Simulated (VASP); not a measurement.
Write the native input for VASP 6.6.1 that does the following.

```
Task                   : relaxation of cell and atoms
Functional             : PBE
Potentials or basis    : VASP PAW PBE potentials, release 64 (Ir)
Cutoff                 : 600 eV
k mesh                 : 18 × 18 × 18
Occupations            : gaussian, width 0.1 eV
Spin                   : no spin polarisation
Target pressure        : 50 GPa
Dipole correction      : no
Further INCAR settings : ALGO = Fast; EDIFF = 1e-06; IBRION = 2; EDIFFG = -0.008; NSW = 70; ISIF = 3
```

The structure of Ir lies in POSCAR:

```
Ir
1.0
    0.0000000000      1.8639646941      1.8639646941
    1.8639646941      0.0000000000      1.8639646941
    1.8639646941      1.8639646941      0.0000000000
Ir
1
Direct
    0.0000000000      0.0000000000      0.0000000000
```

These files were run (other wordings do the same):

INCAR

```
ALGO = Fast
EDIFF = 1E-6
EDIFFG = -0.008
ENCUT = 600
GGA = PE
IBRION = 2
ISIF = 3
ISMEAR = 0
LASPH = T
LCHARG = F
LREAL = F
LWAVE = F
NELM = 100
NSW = 70
PREC = Accurate
PSTRESS = 500.0
SIGMA = 0.1
```

KPOINTS

```
k-points
0
Gamma
  18 18 18
```

Potentials or basis: VASP PAW PBE potentials, release 64 (Ir).

The run is started by

```bash
$ cat potpaw_PBE.64/Ir/POTCAR > POTCAR
$ mpirun -np 1 vasp_std > vasp.out
```

It gave:

```
Relaxed volume                                         : 13.03 Å³/atom
Relaxed cell                                           : a = 2.641 Å, b = 2.641 Å, c = 2.641 Å, α = 60.00°, β = 60.00°, γ = 60.00°
Space group after relaxing (to 0.05 Å)                 : Fm-3m (No. 225)
Energy change on relaxing (the enthalpy is what falls) : -25.0 meV/atom
Ionic steps                                            : 3
Pressure after relaxing                                : 50.0 GPa
```

Caveat: the cell is relaxed towards a set pressure, so the enthalpy falls and the energy may rise.

It took 100 s on 1 thread of AMD EPYC 7R43 64-Core Processor (Zen 3) (shared host), peak memory 0.14 GiB.
